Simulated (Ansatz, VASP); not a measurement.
**One calculation of BN, two programs**

```
B N
1.0
     2.54397    0.00000    0.00000
    -1.27199    2.20315    0.00000
     0.00000    0.00000    4.20776
B N
2 2
Direct
  0.66667 0.33333 0.00016
  0.33333 0.66667 0.50016
  0.66667 0.33333 0.37484
  0.33333 0.66667 0.87484
```

Alike in both runs: functional r2SCAN; k mesh 12 × 12 × 6; no spin polarisation.

Ansatz relaxed the structure, and its values are those at the end. VASP's run is a single point on that final structure, the one shown.

|  | VASP | Ansatz |
| --- | --- | --- |
| version | VASP 6.6.1 | Ansatz 0.2.0 |
| potentials or method | VASP PAW PBE potentials, release 64 (B, N), cutoff 520 eV | plane waves, PAW |
| occupations | gaussian, width 0.01 eV | fixed |
| valence electrons in the cell | 16 | 16 |

VASP gave:

```
pressure (GPa)                     : 1.1
rms of the force components (eV/Å) : 0.006
```

What did Ansatz give for the same quantities?

Pressure (GPa): 0.0; rms of the force components (eV/Å): 0.005.

VASP's potentials were made for PBE, not for r2SCAN.
